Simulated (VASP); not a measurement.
# AlGa3N4 (P-42m) in VASP: further runs

The runs below take AlGa3N4 through single point, with r2SCAN.

All numbers are computed with VASP 6.6.1; they aren't measurements. Logs are shortened: lines on timing, memory, paths and dates and some standing lists are left out, and cuts for length are marked.

## (1) The cell of the first run

It takes space group P-42m (No. 111, tetragonal). Conventional cell: a = 4.331 Å, b = 4.331 Å, c = 4.602 Å, α = 90.00°, β = 90.00°, γ = 90.00°. Al (site symmetry -42m) has 4 N at 1.87 Å within 2.5 Å. Within 2.6 Å of Ga (site symmetry -42m) lie 4 N at 1.93 Å. Within 2.6 Å of Ga (site symmetry 222) lie 4 N at 1.93 Å. Within 2.5 Å of N (site symmetry m) lie 1 Al at 1.87 Å and 3 Ga at 1.93 Å.

## (2) Single point, r2SCAN (biaxial strain in the a-b plane: -3.0 %, then relaxed in part)

POSCAR reads:

```
AlGa3N4
1.0
    4.3313841117      0.0000000000      0.0000000000
    0.0000000000      4.3313841117      0.0000000000
    0.0000000000      0.0000000000      4.6021367518
Al Ga N
1 3 4
Direct
    0.0000000000      0.0000000000      0.0000000000
    0.5000000000      0.5000000000      0.0000000000
    0.5000000000      0.0000000000      0.5000000000
    0.0000000000      0.5000000000      0.5000000000
    0.7556033979      0.7556033979      0.2450272682
    0.7556033979      0.2443966021      0.7549727318
    0.2443966021      0.7556033979      0.7549727318
    0.2443966021      0.2443966021      0.2450272682
```

INCAR.step1 reads:

```
SYSTEM = AlGa3N4
ALGO = Normal
EDIFF = 1E-4
ENCUT = 520
GGA = PE
ISMEAR = 0
LASPH = .TRUE.
LCHARG = .FALSE.
LREAL = .FALSE.
LWAVE = .TRUE.
NBANDS = 41
NELM = 60
PREC = Accurate
SIGMA = 0.02
```

INCAR.step2 reads:

```
SYSTEM = AlGa3N4
ALGO = Normal
EDIFF = 1E-6
ENCUT = 520
ISIF = 2
ISMEAR = 0
ISTART = 1
LASPH = .TRUE.
LCHARG = .FALSE.
LMIXTAU = .TRUE.
LREAL = .FALSE.
LWAVE = .FALSE.
METAGGA = R2SCAN
NBANDS = 41
NELM = 60
PREC = Accurate
SIGMA = 0.02
```

KPOINTS reads:

```
k-points
0
G
  6 6 6
  0 0 0
```

Potentials or basis: VASP PAW PBE potentials, release 64 (Al, Ga_d, N).

Run with:

```bash
> cat potpaw_PBE.64/Al/POTCAR potpaw_PBE.64/Ga_d/POTCAR potpaw_PBE.64/N/POTCAR > POTCAR
> cp INCAR.step1 INCAR
> mpirun -np 1 vasp_std > vasp.out
> cp INCAR.step2 INCAR
> mpirun -np 1 vasp_std > vasp.out
```

OUTCAR:

```text
SYSTEM = AlGa3N4
   EDIFF = 1E-6
   ENCUT = 520
   ISIF = 2
   ISMEAR = 0
   ISTART = 1
   LASPH = .TRUE.
   LREAL = .FALSE.
   METAGGA = R2SCAN
   NELM = 60
   PREC = Accurate

 ion  position               nearest neighbor table
   1  0.000  0.000  0.000-   5 1.87   6 1.87   7 1.87   8 1.87   2 3.06   2 3.06   2 3.06   2 3.06

   2  0.500  0.500  0.000-   5 1.93   6 1.93   7 1.93   8 1.93   1 3.06   1 3.06   1 3.06   1 3.06

   3  0.500  0.000  0.500-   5 1.93   6 1.93   7 1.93   8 1.93
   4  0.000  0.500  0.500-   5 1.93   6 1.93   7 1.93   8 1.93
   5  0.756  0.756  0.245-   1 1.87   2 1.93   3 1.93   4 1.93
   6  0.756  0.244  0.755-   1 1.87   2 1.93   3 1.93   4 1.93
   7  0.244  0.756  0.755-   1 1.87   2 1.93   3 1.93   4 1.93
   8  0.244  0.244  0.245-   1 1.87   2 1.93   3 1.93   4 1.93

  LATTYP: Found a simple tetragonal cell.
 ALAT       =     4.3313841117
 C/A-ratio  =     1.0625094965

  Lattice vectors:

 A1 = (   4.3313841117,   0.0000000000,   0.0000000000)
 A2 = (   0.0000000000,   4.3313841117,   0.0000000000)
 A3 = (   0.0000000000,   0.0000000000,   4.6021367518)

Analysis of symmetry for initial positions (statically):
=====================================================================
 Subroutine PRICEL returns:
 Original cell was already a primitive cell.

 Routine SETGRP: Setting up the symmetry group for a
 simple tetragonal supercell.

 Subroutine GETGRP returns: Found  8 space group operations
 (whereof  8 operations were pure point group operations)
 out of a pool of 16 trial point group operations.

The static configuration has the point symmetry D_2d.

Analysis of symmetry for dynamics (positions and initial velocities):
=====================================================================
 Subroutine PRICEL returns:
 Original cell was already a primitive cell.

 Routine SETGRP: Setting up the symmetry group for a
 simple tetragonal supercell.

 Subroutine GETGRP returns: Found  8 space group operations
 (whereof  8 operations were pure point group operations)
 out of a pool of 16 trial point group operations.

The dynamic configuration has the point symmetry D_2d.

 Subroutine INISYM returns: Found  8 space group operations
 (whereof  8 operations are pure point group operations),
 and found     1 'primitive' translations
[... 108 lines left out ...]
   LREAL  =      F    real-space projection
   EDIFFG = 0.1E-04   stopping-criterion for IOM
   NSW    =      0    number of steps for IOM
   IBRION =     -1    ionic relax: 0-MD 1-quasi-New 2-CG
   NFREE  =      0    steps in history (QN), initial steepest desc. (CG)
   ISIF   =      2    stress and relaxation
   ISYM   =      2    0-nonsym 1-usesym 2-fastsym
   POTIM  = 0.5000    time-step for ionic-motion
   TEBEG  =    0.0;   TEEND  =   0.0 temperature during run
   PSTRESS=    0.0 pullay stress
   NELECT =      62.0000    total number of electrons
   NUPDOWN=      -1.0000    fix difference up-down
   EMIN   =  10.00;   EMAX   =-10.00  energy-range for DOS
   EFERMI =   0.00;   METHOD = LEGACY
   ISMEAR =     0;   SIGMA  =   0.02  broadening in eV -4-tet -1-fermi 0-gaus
   EFERMI_NEDOS =   21; number of points for ismear=-14 and -15
   IALGO  =     38    algorithm
   IMIX   =      4    mixing-type and parameters
     AMIX     =   0.40;   BMIX     =  1.00
     AMIX_MAG =   1.60;   BMIX_MAG =  1.00
  volume/ion in A,a.u.               =      10.79        72.83
  Fermi-wavevector in a.u.,A,eV,Ry     =   1.466002  2.770341 29.241103  2.149160
  Thomas-Fermi vector in A             =   2.581791
   LORBIT       =      0    0 simple, 1 ext, 2 COOP (PROOUT), +10 PAW based schemes
   METAGGA = R2SCAN    functional components
   LHFCALC =     F    Hartree Fock is set to
   AEXX    =    0.0000 exact exchange contribution
   IVDW    =     0    specifies the selected vdW correction
   LEPSILON=     F    determine dielectric tensor
   LRPA    =     F    only Hartree local field effects (RPA)
 non-spin polarized calculation
 Gauss-broadening in eV      SIGMA  =   0.02
  energy-cutoff  :      520.00
  volume of cell :       86.34
 maximum number of plane-waves:      2384
   NGX = 17   NGY = 17   NGZ = 17

 number of electron      62.0000070 magnetization

 Free energy of the ion-electron system (eV)
  ---------------------------------------------------
  ext. energy  EPLUGINS =         0.00000000
  ---------------------------------------------------
  free energy    TOTEN  =       -84.69681714 eV

  energy without entropy =      -84.69681714  energy(sigma->0) =      -84.69681714

 E-fermi :   5.7810     XC(G=0): -12.5585

 val. band max:        5.6190863783   @ k =   0.0000   0.0000   0.0000
 cond. band min:       8.5449735599   @ k =   0.0000   0.0000   0.0000
 fundamental gap:      2.9258871816
 Fermi energy:         5.7809721615

 k-point     1 :       0.0000    0.0000    0.0000
  band No.  band energies     occupation
      1     -11.2186      2.00000
      2      -9.7367      2.00000
      3      -9.6868      2.00000
      4      -9.6868      2.00000
      5      -8.0313      2.00000
      6      -8.0087      2.00000
[... 1045 lines left out ...]
     40      16.2052      0.00000
     41      16.2819      0.00000

 [... further k-points ...]

------------------------ aborting loop because EDIFF is reached ----------------------------------------

  FORCE on cell =-STRESS in cart. coord.  units (eV):
  Direction    XX          YY          ZZ          XY          YZ          ZX
  --------------------------------------------------------------------------------------
  -------------------------------------------------------------------------------------
  Total        5.4830172      5.4830172      0.5069376      0.0000000     -0.0000000      0.0000000
  in kB      101.7459836    101.7459836      9.4070214      0.0000000     -0.0000000      0.0000000
  external PRESSURE =      70.9663295 kB  Pullay stress =       0.0000000 kB

 VOLUME and BASIS-vectors are now :
 -----------------------------------------------------------------------------
  energy-cutoff  :      520.00
  volume of cell :       86.34
      direct lattice vectors                 reciprocal lattice vectors
     4.331384112  0.000000000  0.000000000     0.230873082  0.000000000  0.000000000
     0.000000000  4.331384112  0.000000000     0.000000000  0.230873082  0.000000000
     0.000000000  0.000000000  4.602136752     0.000000000  0.000000000  0.217290371

 POSITION                                       TOTAL-FORCE (eV/Angst)
 -----------------------------------------------------------------------------------
      0.00000      0.00000      0.00000        -0.000000      0.000000      0.000000
      2.16569      2.16569      0.00000        -0.000000      0.000000      0.000000
      2.16569      0.00000      2.30107        -0.000000      0.000000     -0.000000
      0.00000      2.16569      2.30107        -0.000000      0.000000      0.000000
      3.27281      3.27281      1.12765         0.047165      0.047165     -0.050854
      3.27281      1.05858      3.47449         0.047165     -0.047165      0.050854
      1.05858      3.27281      3.47449        -0.047165      0.047165      0.050854
      1.05858      1.05858      1.12765        -0.047165     -0.047165     -0.050854
 -----------------------------------------------------------------------------------
    total drift:                                0.000000      0.000000     -0.000000

  FREE ENERGIE OF THE ION-ELECTRON SYSTEM (eV)
  ---------------------------------------------------
  free  energy   TOTEN  =       -84.6968171399 eV

  energy  without entropy=      -84.6968171399  energy(sigma->0) =      -84.69681714
```

OUTCAR.step1:

```text
SYSTEM = AlGa3N4
   EDIFF = 1E-4
   ENCUT = 520
   GGA = PE
   ISMEAR = 0
   LASPH = .TRUE.
   LREAL = .FALSE.
   NELM = 60
[... 1301 lines left out ...]
      3.27281      1.05858      3.47449         0.056485     -0.056485      0.057854
      1.05858      3.27281      3.47449        -0.056485      0.056485      0.057854
      1.05858      1.05858      1.12765        -0.056485     -0.056485     -0.057854
 -----------------------------------------------------------------------------------
    total drift:                                0.000000      0.000000     -0.000000

  FREE ENERGIE OF THE ION-ELECTRON SYSTEM (eV)
  ---------------------------------------------------
  free  energy   TOTEN  =       -50.9994642871 eV

  energy  without entropy=      -50.9994642871  energy(sigma->0) =      -50.99946429
```

Wall time 2.7 min (1 thread of Intel Xeon 6975P-C (Granite Rapids), shared host); peak memory 0.27 GiB.

Results:

```yaml
Free_energy: -84.6968 eV
Pressure: 7.1 GPa
Largest_force: 0.084 eV/Å
Band_gap_on_the_k_mesh: 2.93 eV
```

Forces on the atoms (eV/Å):
```
Al   0.000  0.000  0.000
Ga   0.000  0.000  0.000
Ga   0.000  0.000  0.000
Ga   0.000  0.000  0.000
N    0.047  0.047 -0.051
N    0.047 -0.047  0.051
N   -0.047  0.047  0.051
N   -0.047 -0.047 -0.051
```

Stress tensor (GPa, compression positive):
```
10.17  0.00  0.00
 0.00 10.17  0.00
 0.00  0.00  0.94
```

Levels at points of the mesh, in eV from the valence-band top:
```
           k point  band 27  band 28  band 29  band 30  band 31  band 32  band 33  band 34  band 35  band 36
(0.00, 0.00, 0.00)    -2.38    -2.38    -0.30     0.00     0.00     2.93     3.73     3.73     4.14     6.89
(0.50, 0.00, 0.00)    -2.87    -1.86    -1.71    -1.52    -1.37     5.53     5.67     6.92     6.98     8.43
(0.50, 0.50, 0.00)    -3.48    -0.84    -0.84    -0.84    -0.46     7.52     7.77     7.77     8.17     8.40
(0.00, 0.00, 0.50)    -3.25    -1.46    -1.46    -1.12    -1.12     5.44     5.48     6.44     6.44     8.73
(0.50, 0.00, 0.50)    -3.12    -1.31    -1.29    -1.20    -0.87     7.34     7.50     7.55     7.85     7.91
(0.50, 0.50, 0.50)    -1.14    -0.75    -0.75    -0.63    -0.55     5.59     5.59     5.63     6.89     9.83
```

Caveat: the cell differs from its parent crystal (biaxial strain in the a-b plane: -3.0 %, then relaxed in part); the stress differs along the axes, from 1 to 10 GPa; the PAW data sets were made with another functional, which shifts forces and pressure a little.

## (3) Single point, r2SCAN (biaxial strain in the a-b plane: +3.0 %, then relaxed in part)

POSCAR reads:

```
AlGa3N4
1.0
    4.5993047784      0.0000000000      0.0000000000
    0.0000000000      4.5993047784      0.0000000000
    0.0000000000      0.0000000000      4.3150986132
Al Ga N
1 3 4
Direct
    0.0000000000      0.0000000000      0.0000000000
    0.5000000000      0.5000000000      0.0000000000
    0.5000000000      0.0000000000      0.5000000000
    0.0000000000      0.5000000000      0.5000000000
    0.7550838659      0.7550838659      0.2441513451
    0.7550838659      0.2449161341      0.7558486549
    0.2449161341      0.7550838659      0.7558486549
    0.2449161341      0.2449161341      0.2441513451
```

INCAR.step1 reads:

```
SYSTEM = AlGa3N4
ALGO = Normal
EDIFF = 1E-4
ENCUT = 520
GGA = PE
ISMEAR = 0
LASPH = .True.
LCHARG = .False.
LREAL = .False.
LWAVE = .True.
NBANDS = 41
NELM = 80
PREC = Accurate
SIGMA = 0.02
```

INCAR.step2 reads:

```
SYSTEM = AlGa3N4
ALGO = Normal
EDIFF = 1E-6
ENCUT = 520
ISIF = 2
ISMEAR = 0
ISTART = 1
LASPH = .True.
LCHARG = .False.
LMIXTAU = .True.
LREAL = .False.
LWAVE = .False.
METAGGA = R2SCAN
NBANDS = 41
NELM = 80
PREC = Accurate
SIGMA = 0.02
```

KPOINTS reads:

```
k-points
0
Gamma
  6 6 6
  0 0 0
```

Potentials or basis: VASP PAW PBE potentials, release 64 (Al, Ga_d, N).

Run with:

```bash
> cat potpaw_PBE.64/Al/POTCAR potpaw_PBE.64/Ga_d/POTCAR potpaw_PBE.64/N/POTCAR > POTCAR
> cp INCAR.step1 INCAR
> mpirun -np 1 vasp_std > vasp.out
> cp INCAR.step2 INCAR
> mpirun -np 1 vasp_std > vasp.out
```

OUTCAR:

```text
SYSTEM = AlGa3N4
   EDIFF = 1E-6
   ENCUT = 520
   ISIF = 2
   ISMEAR = 0
   ISTART = 1
   LASPH = .True.
   LREAL = .False.
   METAGGA = R2SCAN
   NELM = 80
   PREC = Accurate

 ion  position               nearest neighbor table
   1  0.000  0.000  0.000-   5 1.91   6 1.91   7 1.91   8 1.91
   2  0.500  0.500  0.000-   5 1.97   6 1.97   7 1.97   8 1.97
   3  0.500  0.000  0.500-   5 1.97   6 1.97   7 1.97   8 1.97
   4  0.000  0.500  0.500-   5 1.97   6 1.97   7 1.97   8 1.97
   5  0.755  0.755  0.244-   1 1.91   2 1.97   3 1.97   4 1.97
   6  0.755  0.245  0.756-   1 1.91   2 1.97   3 1.97   4 1.97
   7  0.245  0.755  0.756-   1 1.91   2 1.97   3 1.97   4 1.97
   8  0.245  0.245  0.244-   1 1.91   2 1.97   3 1.97   4 1.97

  LATTYP: Found a simple tetragonal cell.
 ALAT       =     4.5993047784
 C/A-ratio  =     0.9382067119

  Lattice vectors:

 A1 = (   4.5993047784,   0.0000000000,   0.0000000000)
 A2 = (   0.0000000000,   4.5993047784,   0.0000000000)
 A3 = (   0.0000000000,   0.0000000000,   4.3150986132)

Analysis of symmetry for initial positions (statically):
[... 195 lines left out ...]
      1     -11.3591      2.00000
      2     -10.0733      2.00000
      3     -10.0733      2.00000
      4     -10.0515      2.00000
      5      -8.5925      2.00000
      6      -8.5925      2.00000
[... 1045 lines left out ...]
     40      14.9369      0.00000
     41      15.0146      0.00000

 [... further k-points ...]

------------------------ aborting loop because EDIFF is reached ----------------------------------------

  FORCE on cell =-STRESS in cart. coord.  units (eV):
  Direction    XX          YY          ZZ          XY          YZ          ZX
  --------------------------------------------------------------------------------------
  -------------------------------------------------------------------------------------
  Total       -3.8490941     -3.8490941      0.2722180      0.0000000      0.0000000      0.0000000
  in kB      -67.5606788    -67.5606788      4.7780675      0.0000000      0.0000000      0.0000000
  external PRESSURE =     -43.4477634 kB  Pullay stress =       0.0000000 kB

 VOLUME and BASIS-vectors are now :
 -----------------------------------------------------------------------------
  energy-cutoff  :      520.00
  volume of cell :       91.28
      direct lattice vectors                 reciprocal lattice vectors
     4.599304778  0.000000000  0.000000000     0.217424165  0.000000000  0.000000000
     0.000000000  4.599304778  0.000000000     0.000000000  0.217424165  0.000000000
     0.000000000  0.000000000  4.315098613     0.000000000  0.000000000  0.231744414

 POSITION                                       TOTAL-FORCE (eV/Angst)
 -----------------------------------------------------------------------------------
      0.00000      0.00000      0.00000         0.000000      0.000000      0.000000
      2.29965      2.29965      0.00000        -0.000000      0.000000      0.000000
      2.29965      0.00000      2.15755         0.000000      0.000000     -0.000000
      0.00000      2.29965      2.15755         0.000000      0.000000      0.000000
      3.47286      3.47286      1.05354         0.047242      0.047242     -0.043369
      3.47286      1.12644      3.26156         0.047242     -0.047242      0.043369
      1.12644      3.47286      3.26156        -0.047242      0.047242      0.043369
      1.12644      1.12644      1.05354        -0.047242     -0.047242     -0.043369
 -----------------------------------------------------------------------------------
    total drift:                                0.000000      0.000000     -0.000000

  FREE ENERGIE OF THE ION-ELECTRON SYSTEM (eV)
  ---------------------------------------------------
  free  energy   TOTEN  =       -84.7466524986 eV

  energy  without entropy=      -84.7466524986  energy(sigma->0) =      -84.74665250
```

Wall time 4.4 min (1 thread of AMD EPYC 9R45 (Zen 5), shared host); peak memory 0.25 GiB.

What came out:

```yaml
Free_energy: -84.7467 eV
Pressure: -4.3 GPa
Largest_force: 0.080 eV/Å
Band_gap_on_the_k_mesh: 2.46 eV
```

Forces on the atoms (eV/Å):
```
Al   0.000  0.000  0.000
Ga   0.000  0.000  0.000
Ga   0.000  0.000  0.000
Ga   0.000  0.000  0.000
N    0.047  0.047 -0.043
N    0.047 -0.047  0.043
N   -0.047  0.047  0.043
N   -0.047 -0.047 -0.043
```

Stress tensor (GPa, compression positive):
```
-6.76  0.00  0.00
 0.00 -6.76  0.00
 0.00  0.00  0.48
```

Levels at points of the mesh, in eV from the valence-band top:
| k point | band 28 | band 29 | band 30 | band 31 | band 32 | band 33 | band 34 | band 35 |
| --- | --- | --- | --- | --- | --- | --- | --- | --- |
| (0.00, 0.00, 0.00) | -2.40 | -0.25 | -0.25 | 0.00 | 2.46 | 3.53 | 3.88 | 3.88 |
| (0.50, 0.00, 0.00) | -1.59 | -1.46 | -1.29 | -1.16 | 5.12 | 5.19 | 6.37 | 6.42 |
| (0.50, 0.50, 0.00) | -1.41 | -1.38 | -1.38 | -1.02 | 6.77 | 6.93 | 6.93 | 7.45 |
| (0.00, 0.00, 0.50) | -1.86 | -1.86 | -1.55 | -1.55 | 5.31 | 5.45 | 6.95 | 6.95 |
| (0.50, 0.00, 0.50) | -1.05 | -1.00 | -0.95 | -0.65 | 6.94 | 7.10 | 7.14 | 7.86 |
| (0.50, 0.50, 0.50) | -1.02 | -0.67 | -0.64 | -0.64 | 5.10 | 5.12 | 5.12 | 6.46 |

Caveat: the cell differs from its parent crystal (biaxial strain in the a-b plane: +3.0 %, then relaxed in part); the stress differs along the axes, from -7 to 0 GPa; the PAW data sets were made with another functional, which shifts forces and pressure a little.
